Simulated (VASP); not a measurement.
A run of VASP 6.6.1 is set up as follows.

The input INCAR:

```
ALGO = Fast
EDIFF = 1E-6
ENCUT = 520
GGA = PE
ISIF = 2
ISMEAR = 0
LASPH = T
LCHARG = T
LELF = T
LREAL = F
LVHAR = T
LWAVE = F
NBANDS = 51
NELM = 60
PREC = Accurate
SIGMA = 0.1
```

KPOINTS

```
k-points
0
Gamma
  18 18 4
```

POSCAR

```
MoRu5
1.0
    2.7094876723     -0.0000000286      0.0000000000
   -1.3547438114      2.3464851698      0.0000000000
    0.0000000000      0.0000000000     12.9142210960
Mo Ru
1 5
Direct
    0.0000000000      0.0000000000      0.5000000000
    0.3333333333      0.6666666667      0.0000000000
    0.3333333333      0.6666666667      0.3288717768
    0.3333333333      0.6666666667      0.6711282232
    0.0000000000      0.0000000000      0.8365920241
    0.0000000000      0.0000000000      0.1634079759
```

Potentials or basis: VASP PAW PBE potentials, release 64 (Mo_sv, Ru_pv).

Command:

```sh
$ cat potpaw_PBE.64/Mo_sv/POTCAR potpaw_PBE.64/Ru_pv/POTCAR > POTCAR
$ mpirun -np 1 vasp_std > vasp.out
```

Problem. What does it give for the largest force?

Solution. 0.016 eV/Å.

Problem. Predict the pressure.

Solution. 9.8 GPa.

Forces on the atoms (eV/Å):
```
Mo   0.000  0.000  0.000
Ru   0.000  0.000  0.000
Ru   0.000  0.000 -0.016
Ru   0.000  0.000  0.016
Ru   0.000  0.000 -0.002
Ru   0.000  0.000  0.002
```

Caveat: the cell stands under pressure.
